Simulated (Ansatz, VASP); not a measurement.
# RuSe: VASP beside Ansatz

```
Ru Se
1.0
     0.00000    2.71482    2.71482
     2.71482    0.00000    2.71482
     2.71482    2.71482    0.00000
Ru Se
1 1
Direct
  0.00000 0.00000 0.00000
  0.25000 0.25000 0.25000
```

Alike in both runs: task single point; functional PBE; k mesh 10 × 10 × 10; occupations gaussian, width 0.05 eV; no spin polarisation.

|  | VASP | Ansatz |
| --- | --- | --- |
| version | VASP 6.6.1 | Ansatz 0.2.0 |
| potentials or method | VASP PAW PBE potentials, release 64 (Ru_pv, Se), cutoff 520 eV | scalar-relativistic, plane waves, PAW |
| valence electrons in the cell | 20 | 32 |

```csv
,VASP,Ansatz,Ansatz less VASP
gap on the k mesh at the Fermi level (eV),none,none,-
pressure (GPa),5.5,5.3,-0.14
```

A gap of «none» marks a metal or a gap that the smearing closes. VASP's potentials hold 20 valence electrons a cell and Ansatz's 32, so a difference there can come from the potentials and not from the codes.
